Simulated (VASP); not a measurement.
# NaCl (Fm-3m) in VASP: settings compared, part 2 of 2

VASP 6.6.1. Earlier steps stand in the parts before.

### Step 4. Single point, PBEsol

The input, INCAR:

```
PREC = Accurate
ENCUT = 500
EDIFF = 1E-6
ISMEAR = -1
SIGMA = 0.05
LREAL = False
LASPH = True
NELM = 120
ALGO = Normal
ISIF = 2
LWAVE = False
LCHARG = False
GGA = PS
NBANDS = 14
GGA_COMPAT = False
```

The input, KPOINTS:

```
Automatic mesh
0
Gamma
  6 6 6
```

The input, POSCAR:

```
NaCl
1.0
    0.0000000000      2.8026988074      2.8026988074
    2.8026988074      0.0000000000      2.8026988074
    2.8026988074      2.8026988074      0.0000000000
Na Cl
1 1
Direct
    0.0000000000      0.0000000000      0.0000000000
    0.5000000000      0.5000000000      0.5000000000
```

Potentials or basis: VASP PAW PBE potentials, release 64 (Na_pv, Cl).

On the command line:

```sh
$ cat potpaw_PBE.64/Na_pv/POTCAR potpaw_PBE.64/Cl/POTCAR > POTCAR
$ mpirun -np 1 vasp_std > vasp.out
```

OUTCAR:

```text
PREC = Accurate
   ENCUT = 500
   EDIFF = 1E-6
   ISMEAR = -1
   LREAL = False
   LASPH = True
   NELM = 120
   ISIF = 2
   GGA = PS

 ion  position               nearest neighbor table
   1  0.000  0.000  0.000-
   2  0.500  0.500  0.500-

  LATTYP: Found a face centered cubic cell.
 ALAT       =     5.6053976148

  Lattice vectors:

 A1 = (   0.0000000000,   2.8026988074,   2.8026988074)
 A2 = (   2.8026988074,   0.0000000000,   2.8026988074)
 A3 = (   2.8026988074,   2.8026988074,   0.0000000000)

Analysis of symmetry for initial positions (statically):
=====================================================================
 Subroutine PRICEL returns:
 Original cell was already a primitive cell.

 Routine SETGRP: Setting up the symmetry group for a
 face centered cubic supercell.

 Subroutine GETGRP returns: Found 48 space group operations
 (whereof 48 operations were pure point group operations)
 out of a pool of 48 trial point group operations.

The static configuration has the point symmetry O_h .
[... 161 lines left out ...]
      1     -21.2947      2.00000
      2     -21.2947      2.00000
      3     -21.2947      2.00000
      4     -13.3646      2.00000
      5      -0.6773      2.00000
      6      -0.6773      2.00000
      7      -0.6773      2.00000
      8       4.3221      0.00000
      9      10.3375      0.00000
     10      10.3375      0.00000
     11      10.3375      0.00000
     12      12.5826      0.00000
     13      12.5826      0.00000
     14      13.9863      0.00000
[... 241 lines left out ...]
      1     -21.3140      2.00000
      2     -21.3072      2.00000
      3     -21.3057      2.00000
      4     -12.9352      2.00000
      5      -2.1944      2.00000
      6      -1.6403      2.00000
      7      -1.4319      2.00000
      8       7.6859      0.00000
      9       8.0556      0.00000
     10       9.7384      0.00000
     11      11.3667      0.00000
     12      14.5187      0.00000
     13      15.6157      0.00000
     14      15.6876      0.00000

------------------------ aborting loop because EDIFF is reached ----------------------------------------

  FORCE on cell =-STRESS in cart. coord.  units (eV):
  Direction    XX          YY          ZZ          XY          YZ          ZX
  --------------------------------------------------------------------------------------
  -------------------------------------------------------------------------------------
  Total       -0.0135441     -0.0135441     -0.0135441     -0.0000000     -0.0000000     -0.0000000
  in kB       -0.4928350     -0.4928350     -0.4928350     -0.0000000     -0.0000000     -0.0000000
  external PRESSURE =      -0.4928350 kB  Pullay stress =       0.0000000 kB

 VOLUME and BASIS-vectors are now :
 -----------------------------------------------------------------------------
  energy-cutoff  :      500.00
  volume of cell :       44.03
      direct lattice vectors                 reciprocal lattice vectors
     0.000000000  2.802698807  2.802698807    -0.178399476  0.178399476  0.178399476
     2.802698807  0.000000000  2.802698807     0.178399476 -0.178399476  0.178399476
     2.802698807  2.802698807  0.000000000     0.178399476  0.178399476 -0.178399476

 POSITION                                       TOTAL-FORCE (eV/Angst)
 -----------------------------------------------------------------------------------
      0.00000      0.00000      0.00000         0.000000      0.000000      0.000000
      2.80270      2.80270      2.80270        -0.000000     -0.000000     -0.000000
 -----------------------------------------------------------------------------------
    total drift:                               -0.000000      0.000000      0.000000

  FREE ENERGIE OF THE ION-ELECTRON SYSTEM (eV)
  ---------------------------------------------------
  free  energy   TOTEN  =        -6.9982000820 eV

  energy  without entropy=       -6.9982000819  energy(sigma->0) =       -6.99820008
```

OSZICAR:

```text
N       E                     dE             d eps       ncg     rms          rms(c)
DAV:   1     0.954097715510E+02    0.95410E+02   -0.70917E+03   460   0.985E+02
DAV:   2     0.924718334260E+00   -0.94485E+02   -0.87354E+02   484   0.258E+02
DAV:   3    -0.703016599105E+01   -0.79549E+01   -0.79079E+01   574   0.708E+01
DAV:   4    -0.715737786571E+01   -0.12721E+00   -0.12717E+00   538   0.956E+00
DAV:   5    -0.716016995532E+01   -0.27921E-02   -0.27920E-02   570   0.145E+00    0.192E+00
DAV:   6    -0.700535288633E+01    0.15482E+00   -0.25185E-01   550   0.350E+00    0.137E+00
DAV:   7    -0.699481519304E+01    0.10538E-01   -0.61590E-02   602   0.163E+00    0.932E-01
DAV:   8    -0.699827241181E+01   -0.34572E-02   -0.76164E-03   538   0.793E-01    0.283E-01
DAV:   9    -0.699816851837E+01    0.10389E-03   -0.19671E-04   562   0.106E-01    0.172E-01
DAV:  10    -0.699820970276E+01   -0.41184E-04   -0.26298E-04   550   0.103E-01    0.564E-02
DAV:  11    -0.699820080289E+01    0.88999E-05   -0.17229E-05   544   0.317E-02    0.178E-02
DAV:  12    -0.699820008203E+01    0.72086E-06   -0.28847E-06   544   0.111E-02
   1 F= -.69982001E+01 E0= -.69982001E+01  d E =-.983682E-10
```

stdout:

```text
POSCAR found type information on POSCAR NaCl
 POSCAR found :  2 types and       2 ions
 scaLAPACK will be used
 -----------------------------------------------------------------------------
|                                                                             |
|                                                                             |
|     You enforced a specific xc type in the INCAR file but a different       |
|     I HOPE YOU KNOW WHAT YOU ARE DOING!                                     |
|                                                                             |
 -----------------------------------------------------------------------------

 LDA part: xc-table for (Slater+PW92), standard interpolation
 POSCAR, INCAR and KPOINTS ok, starting setup
 FFT: planning ... GRIDC
 FFT: planning ... GRID_SOFT
 FFT: planning ... GRID
 WAVECAR not read
 entering main loop
```

It took 15 s on 1 thread of Intel Xeon Platinum 8259CL at 2.50GHz (Skylake/Cascade Lake), shared host; peak memory 0.16 GiB.

What came out:

| Property | Result |
| --- | --- |
| Free energy | -6.9982 eV |
| Pressure | 0.0 GPa |
| Band gap on the k mesh | 5.00 eV |

Caveat: the PAW data sets were made with another functional, which shifts forces and pressure a little.

### Step 5. Single point, PBEsol

The input, INCAR:

```
SYSTEM = NaCl
  PREC = Accurate
  ENCUT = 500
  EDIFF = 1E-6
  ISMEAR = 0
  SIGMA = 0.01
  LREAL = .FALSE.
  LASPH = .TRUE.
  NELM = 120
  ALGO = Normal
  ISIF = 2
  LWAVE = .FALSE.
  LCHARG = .FALSE.
  GGA = PS
  NBANDS = 14
  GGA_COMPAT = .FALSE.
```

The input, KPOINTS:

```
regular mesh
0
G
  6 6 6
  0 0 0
```

POSCAR is that of step 4.

On the command line:

```sh
$ cat potpaw_PBE.64/Na_pv/POTCAR potpaw_PBE.64/Cl/POTCAR > POTCAR
$ mpirun -np 1 vasp_std > vasp.out
```

It took 17 s on 1 thread of Intel Xeon Platinum 8259CL at 2.50GHz (Skylake/Cascade Lake), shared host; peak memory 0.15 GiB.

The run converged. Its results:

- Free energy: -6.9982 eV
- Pressure: 0.0 GPa
- Band gap on the k mesh: 5.00 eV

Levels at points of the mesh, in eV from the valence-band top:
```tsv
k point	band 5	band 6	band 7	band 8	band 9	band 10
(0.00, 0.00, 0.00)	0.00	0.00	0.00	5.00	11.01	11.01
(0.50, 0.00, 0.00)	-2.03	-0.28	-0.28	7.11	10.65	10.91
(0.50, 0.50, 0.00)	-1.75	-0.63	-0.63	7.49	7.87	11.26
```

Caveat: the PAW data sets were made with another functional, which shifts forces and pressure a little.

### Step 6. Single point, PBEsol

The input, INCAR:

```
SYSTEM = NaCl
PREC = Accurate
ENCUT = 500
EDIFF = 1E-6
ISMEAR = 0
SIGMA = 0.2
LREAL = .False.
LASPH = .True.
NELM = 120
ALGO = Normal
ISIF = 2
LWAVE = .False.
LCHARG = .False.
GGA = PS
NBANDS = 14
GGA_COMPAT = .False.
```

The input, KPOINTS:

```
Automatic mesh
0
Gamma
  6 6 6
  0 0 0
```

POSCAR is that of step 5.

Potentials or basis: VASP PAW PBE potentials, release 64 (Na_pv, Cl).

On the command line:

```sh
$ cat potpaw_PBE.64/Na_pv/POTCAR potpaw_PBE.64/Cl/POTCAR > POTCAR
$ mpirun -np 1 vasp_std > vasp.out
```

OUTCAR:

```text
SYSTEM = NaCl
   PREC = Accurate
   ENCUT = 500
   EDIFF = 1E-6
   ISMEAR = 0
   LREAL = .False.
   LASPH = .True.
   NELM = 120
   ISIF = 2
   GGA = PS

 ion  position               nearest neighbor table
   1  0.000  0.000  0.000-
   2  0.500  0.500  0.500-

  LATTYP: Found a face centered cubic cell.
 ALAT       =     5.6053976148

  Lattice vectors:

 A1 = (   0.0000000000,   2.8026988074,   2.8026988074)
 A2 = (   2.8026988074,   0.0000000000,   2.8026988074)
 A3 = (   2.8026988074,   2.8026988074,   0.0000000000)

Analysis of symmetry for initial positions (statically):
=====================================================================
 Subroutine PRICEL returns:
 Original cell was already a primitive cell.

 Routine SETGRP: Setting up the symmetry group for a
 face centered cubic supercell.

 Subroutine GETGRP returns: Found 48 space group operations
 (whereof 48 operations were pure point group operations)
 out of a pool of 48 trial point group operations.

The static configuration has the point symmetry O_h .

Analysis of symmetry for dynamics (positions and initial velocities):
=====================================================================
 Subroutine PRICEL returns:
 Original cell was already a primitive cell.

 Routine SETGRP: Setting up the symmetry group for a
 face centered cubic supercell.

 Subroutine GETGRP returns: Found 48 space group operations
 (whereof 48 operations were pure point group operations)
 out of a pool of 48 trial point group operations.

The dynamic configuration has the point symmetry O_h .

 Subroutine INISYM returns: Found 48 space group operations
 (whereof 48 operations are pure point group operations),
 and found     1 'primitive' translations

----------------------------------------------------------------------------------------

                                     Primitive cell

  volume of cell :      44.0311

  direct lattice vectors                    reciprocal lattice vectors
     0.000000000  2.802698807  2.802698807    -0.178399476  0.178399476  0.178399476
     2.802698807  0.000000000  2.802698807     0.178399476 -0.178399476  0.178399476
     2.802698807  2.802698807  0.000000000     0.178399476  0.178399476 -0.178399476

  length of vectors
     3.963614665  3.963614665  3.963614665     0.308996957  0.308996957  0.308996957

  position of ions in fractional coordinates (direct lattice)
     0.000000000  0.000000000  0.000000000
     0.500000000  0.500000000  0.500000000

  ion indices of the primitive-cell ions
   primitive index   ion index
                 1           1
                 2           2

----------------------------------------------------------------------------------------

 KPOINTS: Automatic mesh

Automatic generation of k-mesh.
 Grid dimensions read from file:
 generate k-points for:    6    6    6

 Generating k-lattice:

  Cartesian coordinates                     Fractional coordinates (reciprocal lattice)
    -0.029733246  0.029733246  0.029733246     0.166666667  0.000000000  0.000000000
     0.029733246 -0.029733246  0.029733246     0.000000000  0.166666667  0.000000000
     0.029733246  0.029733246 -0.029733246     0.000000000  0.000000000  0.166666667

  Length of vectors
     0.051499493  0.051499493  0.051499493

  Shift w.r.t. Gamma in fractional coordinates (k-lattice)
     0.000000000  0.000000000  0.000000000

 Subroutine IBZKPT returns following result:
 ===========================================

 Found     16 irreducible k-points:

 Following reciprocal coordinates:
            Coordinates               Weight
  0.000000  0.000000  0.000000      1.000000
  0.166667  0.000000  0.000000      8.000000
  0.333333  0.000000  0.000000      8.000000
  0.500000  0.000000  0.000000      4.000000
  0.166667  0.166667  0.000000      6.000000
  0.333333  0.166667  0.000000     24.000000
[... 8 lines left out ...]
 -0.333333  0.333333  0.166667     24.000000
 -0.333333  0.500000  0.166667     12.000000
   k-points           NKPTS =     16   k-points in BZ     NKDIM =     16   number of bands    NBANDS=     14
   number of dos      NEDOS =    301   number of ions     NIONS =      2
   total plane-waves  NPLWV =  27000
   dimension x,y,z NGX =    30 NGY =   30 NGZ =   30
   dimension x,y,z NGXF=    60 NGYF=   60 NGZF=   60
   ions per type =               1   1
   NGX,Y,Z   is equivalent  to a cutoff of  12.58, 12.58, 12.58 a.u.
   NGXF,Y,Z  is equivalent  to a cutoff of  25.17, 25.17, 25.17 a.u.
 SYSTEM =  NaCl
   PREC   = accura    normal or accurate (medium, high low for compatibility)
   ISTART =      0    job   : 0-new  1-cont  2-samecut
   ICHARG =      2    charge: 1-file 2-atom 10-const
   ISPIN  =      1    spin polarized calculation?
   LNONCOLLINEAR =      F non collinear calculations
   LSORBIT =      F    spin-orbit coupling
   LASPH  =      T    aspherical Exc in radial PAW
   ENCUT  =  500.0 eV  36.75 Ry    6.06 a.u.   7.23  7.23  7.23*2*pi/ulx,y,z
   NELM   =    120;   NELMIN=  2; NELMDL= -5     # of ELM steps
   EDIFF  = 0.1E-05   stopping-criterion for ELM
   LREAL  =      F    real-space projection
   EDIFFG = 0.1E-04   stopping-criterion for IOM
   NSW    =      0    number of steps for IOM
   IBRION =     -1    ionic relax: 0-MD 1-quasi-New 2-CG
   NFREE  =      0    steps in history (QN), initial steepest desc. (CG)
   ISIF   =      2    stress and relaxation
   ISYM   =      2    0-nonsym 1-usesym 2-fastsym
   POTIM  = 0.5000    time-step for ionic-motion
   TEBEG  =    0.0;   TEEND  =   0.0 temperature during run
   PSTRESS=    0.0 pullay stress
   NELECT =      14.0000    total number of electrons
   NUPDOWN=      -1.0000    fix difference up-down
   EMIN   =  10.00;   EMAX   =-10.00  energy-range for DOS
   EFERMI =   0.00;   METHOD = LEGACY
   ISMEAR =     0;   SIGMA  =   0.20  broadening in eV -4-tet -1-fermi 0-gaus
   EFERMI_NEDOS =   21; number of points for ismear=-14 and -15
   IALGO  =     38    algorithm
   IMIX   =      4    mixing-type and parameters
     AMIX     =   0.40;   BMIX     =  1.00
     AMIX_MAG =   1.60;   BMIX_MAG =  1.00
  volume/ion in A,a.u.               =      22.02       148.57
  Fermi-wavevector in a.u.,A,eV,Ry     =   1.117372  2.111527 16.987146  1.248520
  Thomas-Fermi vector in A             =   2.253994
   LORBIT       =      0    0 simple, 1 ext, 2 COOP (PROOUT), +10 PAW based schemes
   GGA     = PS    functional components
   LHFCALC =     F    Hartree Fock is set to
   AEXX    =    0.0000 exact exchange contribution
   IVDW    =     0    specifies the selected vdW correction
   LEPSILON=     F    determine dielectric tensor
   LRPA    =     F    only Hartree local field effects (RPA)
 non-spin polarized calculation
 Gauss-broadening in eV      SIGMA  =   0.20
  energy-cutoff  :      500.00
  volume of cell :       44.03
 maximum number of plane-waves:      1139
 NGX is ok and might be reduce to    30
   NGX = 15   NGY = 15   NGZ = 15

 number of electron      14.0000003 magnetization

 Free energy of the ion-electron system (eV)
  ---------------------------------------------------
  ext. energy  EPLUGINS =         0.00000000
  ---------------------------------------------------
  free energy    TOTEN  =        -6.99820008 eV

  energy without entropy =       -6.99820008  energy(sigma->0) =       -6.99820008

 E-fermi :   0.2120     XC(G=0):  -8.4152

 val. band max:       -0.6773292033   @ k =   0.0000   0.0000   0.0000
 cond. band min:       4.3220912946   @ k =   0.0000   0.0000   0.0000
 fundamental gap:      4.9994204979
 Fermi energy:         0.2119853295

 k-point     1 :       0.0000    0.0000    0.0000
  band No.  band energies     occupation
      1     -21.2947      2.00000
      2     -21.2947      2.00000
      3     -21.2947      2.00000
      4     -13.3646      2.00000
      5      -0.6773      2.00000
      6      -0.6773      2.00000
      7      -0.6773      2.00000
      8       4.3221      0.00000
      9      10.3375      0.00000
     10      10.3375      0.00000
     11      10.3375      0.00000
     12      12.5826      0.00000
     13      12.5826      0.00000
     14      13.9863      0.00000
[... 241 lines left out ...]
      1     -21.3140      2.00000
      2     -21.3072      2.00000
      3     -21.3057      2.00000
      4     -12.9352      2.00000
      5      -2.1944      2.00000
      6      -1.6403      2.00000
      7      -1.4319      2.00000
      8       7.6859      0.00000
      9       8.0556      0.00000
     10       9.7384      0.00000
     11      11.3667      0.00000
     12      14.5187      0.00000
     13      15.6157      0.00000
     14      15.6876      0.00000

------------------------ aborting loop because EDIFF is reached ----------------------------------------

  FORCE on cell =-STRESS in cart. coord.  units (eV):
  Direction    XX          YY          ZZ          XY          YZ          ZX
  --------------------------------------------------------------------------------------
  -------------------------------------------------------------------------------------
  Total       -0.0135441     -0.0135441     -0.0135441      0.0000000      0.0000000      0.0000000
  in kB       -0.4928352     -0.4928352     -0.4928352      0.0000000      0.0000000      0.0000000
  external PRESSURE =      -0.4928352 kB  Pullay stress =       0.0000000 kB

 VOLUME and BASIS-vectors are now :
 -----------------------------------------------------------------------------
  energy-cutoff  :      500.00
  volume of cell :       44.03
      direct lattice vectors                 reciprocal lattice vectors
     0.000000000  2.802698807  2.802698807    -0.178399476  0.178399476  0.178399476
     2.802698807  0.000000000  2.802698807     0.178399476 -0.178399476  0.178399476
     2.802698807  2.802698807  0.000000000     0.178399476  0.178399476 -0.178399476

 POSITION                                       TOTAL-FORCE (eV/Angst)
 -----------------------------------------------------------------------------------
      0.00000      0.00000      0.00000         0.000000      0.000000      0.000000
      2.80270      2.80270      2.80270         0.000000     -0.000000      0.000000
 -----------------------------------------------------------------------------------
    total drift:                               -0.000000      0.000000      0.000000

  FREE ENERGIE OF THE ION-ELECTRON SYSTEM (eV)
  ---------------------------------------------------
  free  energy   TOTEN  =        -6.9982000820 eV

  energy  without entropy=       -6.9982000820  energy(sigma->0) =       -6.99820008
```

Run time: 16 s. Hardware: 1 thread of Intel Xeon Platinum 8259CL at 2.50GHz (Skylake/Cascade Lake), shared host; peak memory 0.15 GiB.

Results:

```
Free energy            : -6.9982 eV
Pressure               : 0.0 GPa
Band gap on the k mesh : 5.00 eV
```

Caveat: the PAW data sets were made with another functional, which shifts forces and pressure a little.

### Step 7. Overview

```tsv
level	potentials or basis	k mesh	smearing	gap on the mesh (eV)	pressure (GPa)
LDA	VASP PAW LDA potentials, release 64 (Na_pv, Cl)	4 × 4 × 4	gaussian 0.01 eV	4.77	-2.0
PBEsol+D3(BJ)	VASP PAW PBE potentials, release 64 (Na_pv, Cl)	6 × 6 × 6	gaussian 0.01 eV	5.00	-1.5
PBEsol	VASP PAW PBE potentials, release 64 (Na_pv, Cl)	6 × 6 × 6	fermi-dirac 0.05 eV	5.00	0.0
PBEsol	VASP PAW PBE potentials, release 64 (Na_pv, Cl)	6 × 6 × 6	gaussian 0.01 eV	5.00	0.0
PBEsol	VASP PAW PBE potentials, release 64 (Na_pv, Cl)	6 × 6 × 6	gaussian 0.2 eV	5.00	0.0
```

Alike in all rows: task single point; no spin polarisation; cell as given; cutoff (eV) 500.

Caveats: some runs use coarse meshes; the PAW data sets were made with another functional, which shifts forces and pressure a little (at least some runs).

Total energies depend on the potentials used, so only differences within one code and one set of settings carry meaning.
